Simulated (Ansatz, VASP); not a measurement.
One calculation of Ag, two programs

```xyz
1
Lattice="0.0000 2.0155 2.0155 2.0155 0.0000 2.0155 2.0155 2.0155 0.0000" Properties=species:S:1:pos:R:3 pbc="T T T"
Ag    0.0000    0.0000    0.0000
```

Change from the starting cell: volume scaled by 0.96.

Alike in both runs: task single point; functional LDA; k mesh 15 × 15 × 15; occupations fermi-dirac, width 0.05 eV; no spin polarisation.

|  | VASP | Ansatz |
| --- | --- | --- |
| version | VASP 6.6.1 | Ansatz 0.2.0 |
| potentials or method | VASP PAW LDA potentials, release 64 (Ag), cutoff 520 eV | all-electron LAPW, scalar-relativistic |

```tsv
	VASP	Ansatz	Ansatz less VASP
pressure (GPa)	-2.9	-3.0	-0.15
```

LDA's correlation is that of Perdew and Zunger in VASP and of Perdew and Wang (1992) in Ansatz. Ansatz ran all-electron here, and VASP with PAW potentials.
